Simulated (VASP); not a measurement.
# LiH (Fm-3m) in VASP: notebook, part 2 of 2

VASP 6.6.1.

### 5 Relaxation of cell and atoms, r2SCAN

File POSCAR:

```
LiH
1.0
    0.0000000000      2.0035500380      2.0035500380
    2.0035500380      0.0000000000      2.0035500380
    2.0035500380      2.0035500380      0.0000000000
Li H
1 1
Direct
    0.0000000000      0.0000000000      0.0000000000
    0.5000000000      0.5000000000      0.5000000000
```

File INCAR.step1:

```
  PREC = Accurate
  ENCUT = 600
  ISMEAR = -1
  SIGMA = 0.02
  LREAL = False
  LASPH = True
  NELM = 60
  GGA = PE
  ALGO = Normal
  EDIFF = 1E-4
  LWAVE = True
  LCHARG = False
```

File INCAR.step2:

```
  PREC = Accurate
  ENCUT = 600
  EDIFF = 1E-7
  ISMEAR = -1
  SIGMA = 0.02
  LREAL = False
  LASPH = True
  NELM = 60
  ALGO = Normal
  ISIF = 3
  LWAVE = False
  LCHARG = False
  METAGGA = R2SCAN
  LMIXTAU = True
  IBRION = 2
  NSW = 80
  EDIFFG = -0.005
  ISTART = 1
```

File KPOINTS:

```
Automatic mesh
0
Gamma
  10 10 10
```

Potentials or basis: VASP PAW PBE potentials, release 64 (Li_sv, H).

On the command line:

```
> cat potpaw_PBE.64/Li_sv/POTCAR potpaw_PBE.64/H/POTCAR > POTCAR
> cp INCAR.step1 INCAR
> mpirun -np 1 vasp_std > vasp.out
> cp INCAR.step2 INCAR
> mpirun -np 1 vasp_std > vasp.out
```

OUTCAR:

```text
PREC = Accurate
   ENCUT = 600
   EDIFF = 1E-7
   ISMEAR = -1
   LREAL = False
   LASPH = True
   NELM = 60
   ISIF = 3
   METAGGA = R2SCAN
   IBRION = 2
   NSW = 80
   EDIFFG = -0.005
   ISTART = 1

 ion  position               nearest neighbor table
   1  0.000  0.000  0.000-
   2  0.500  0.500  0.500-

  LATTYP: Found a face centered cubic cell.
 ALAT       =     4.0071000760

  Lattice vectors:

 A1 = (   0.0000000000,   2.0035500380,   2.0035500380)
 A2 = (   2.0035500380,   0.0000000000,   2.0035500380)
 A3 = (   2.0035500380,   2.0035500380,   0.0000000000)

Analysis of symmetry for initial positions (statically):
=====================================================================
 Subroutine PRICEL returns:
 Original cell was already a primitive cell.

 Routine SETGRP: Setting up the symmetry group for a
 face centered cubic supercell.

 Subroutine GETGRP returns: Found 48 space group operations
 (whereof 48 operations were pure point group operations)
 out of a pool of 48 trial point group operations.
[... 166 lines left out ...]

  FORCE on cell =-STRESS in cart. coord.  units (eV):
  Direction    XX          YY          ZZ          XY          YZ          ZX
  --------------------------------------------------------------------------------------
  -------------------------------------------------------------------------------------
  Total       -0.0438879     -0.0438879     -0.0438879     -0.0000000     -0.0000000      0.0000000
  in kB       -4.3714459     -4.3714459     -4.3714459     -0.0000000     -0.0000000      0.0000000
  external PRESSURE =      -4.3714459 kB  Pullay stress =       0.0000000 kB
[... 59 lines left out ...]
--------------------------------------- Ionic step        3  -------------------------------------------

 number of electron       3.9999996 magnetization

 Free energy of the ion-electron system (eV)
  ---------------------------------------------------
  ext. energy  EPLUGINS =         0.00000000
  ---------------------------------------------------
  free energy    TOTEN  =        -6.82018176 eV

  energy without entropy =       -6.82018176  energy(sigma->0) =       -6.82018176

 E-fermi :   0.4404     XC(G=0):  -8.8617

 val. band max:       -0.1364662404   @ k =   0.5000   0.5000   0.0000
 cond. band min:       3.4376366017   @ k =   0.5000   0.5000   0.0000
 fundamental gap:      3.5741028421
 Fermi energy:         0.4404067752

 k-point     1 :       0.0000    0.0000    0.0000
  band No.  band energies     occupation
      1     -45.8570      2.00000
      2      -5.6227      2.00000
      3      17.6371      0.00000
      4      19.3671      0.00000
      5      19.3671      0.00000
      6      19.3677      0.00000
[... 199 lines left out ...]
 k-point    24 :       0.4000    0.3000    0.0000
  band No.  band energies     occupation
      1     -45.8078      2.00000
      2      -2.4313      2.00000
      3       7.2419      0.00000
      4      11.3176      0.00000
      5      12.7063      0.00000
      6      17.4333      0.00000

 [... further k-points ...]
[... 5 lines left out ...]
  --------------------------------------------------------------------------------------
  -------------------------------------------------------------------------------------
  Total       -0.0048420     -0.0048420     -0.0048420     -0.0000000      0.0000000      0.0000000
  in kB       -0.4870510     -0.4870510     -0.4870510     -0.0000000      0.0000000      0.0000000
  external PRESSURE =      -0.4870510 kB  Pullay stress =       0.0000000 kB
[... 17 lines left out ...]
  FREE ENERGIE OF THE ION-ELECTRON SYSTEM (eV)
  ---------------------------------------------------
  free  energy   TOTEN  =        -6.8201817590 eV

  energy  without entropy=       -6.8201817590  energy(sigma->0) =       -6.82018176

 reached required accuracy - stopping structural energy minimisation
```

It took 42 s on 1 thread of Intel Xeon 6975P-C, shared host; peak memory 0.14 GiB.

Results:

| Item | Value |
| --- | --- |
| Free energy | -6.8202 eV |
| Relaxed volume | 7.96 Å³/atom |
| Relaxed cell | a = 2.824 Å, b = 2.824 Å, c = 2.824 Å, α = 60.00°, β = 60.00°, γ = 60.00° |
| Space group after relaxing (to 0.05 Å) | Fm-3m (No. 225) |
| Energy gained by relaxing | 0.1 meV/atom |
| Ionic steps | 3 |
| Pressure after relaxing | 0.0 GPa |
| Band gap on the k mesh | 3.57 eV, direct |

The path:
| step | energy change (eV) | largest force (eV/Å) | pressure (GPa) | volume (Å³) |
| --- | --- | --- | --- | --- |
| 1 | 0.0000 | 0.0000 | -0.44 | 16.09 |
| 2 | -0.0001 | 0.0000 | -0.31 | 16.03 |
| 3 | -0.0002 | 0.0000 | -0.05 | 15.93 |

Final structure:
```
CELL_PARAMETERS angstrom
0.00000 1.99700 1.99700
1.99700 0.00000 1.99700
1.99700 1.99700 0.00000
ATOMIC_POSITIONS crystal
Li 0.00000 0.00000 0.00000
H 0.50000 0.50000 0.50000
```

Levels at points of the mesh, in eV from the valence-band top:
```csv
k point,band 1,band 2,band 3,band 4,band 5,band 6
"(0.00, 0.00, 0.00)",-45.72,-5.49,17.77,19.50,19.50,19.50
"(0.50, 0.00, 0.00)",-45.67,-2.67,5.70,15.03,18.25,18.25
"(0.50, 0.50, 0.00)",-45.66,0.00,3.57,11.79,11.79,15.11
```

Caveat: the cutoff is under 1.25 times the usual one of these potentials, so pressure, stress and relaxed cells hold a basis-set (Pulay) error; the PAW data sets were made with another functional, which shifts forces and pressure a little. A k mesh can miss the band edges.

### 6 The runs side by side

```tsv
level	potentials or basis	cell	gap on the mesh (eV)	pressure (GPa)	relaxed volume (Å³/atom)
PBEsol	VASP PAW PBE potentials, release 64 (Li_sv, H)	relaxed from a = 2.833 Å, angles 60.0°, 2 atoms	2.72	0.0	7.85
LDA	VASP PAW LDA potentials, release 64 (Li_sv, H)	relaxed from a = 2.833 Å, angles 60.0°, 2 atoms	2.53	0.0	7.42
PBE	VASP PAW PBE potentials, release 64 (Li_sv, H)	relaxed from a = 2.841 Å, angles 60.0°, 2 atoms	2.97	0.0	7.99
r2SCAN	VASP PAW PBE potentials, release 64 (Li_sv, H)	relaxed from a = 2.833 Å, angles 60.0°, 2 atoms	3.57	0.0	7.96
```

Alike in all rows: task relaxation of cell and atoms; no spin polarisation; k mesh 10 × 10 × 10; cutoff (eV) 600; smearing fermi-dirac 0.02 eV.

Caveats: the cutoff is under 1.25 times the usual one of these potentials, so pressure, stress and relaxed cells hold a basis-set (Pulay) error; the PAW data sets were made with another functional, which shifts forces and pressure a little (some runs).

Absolute energies hang on the potentials; compare differences alone.
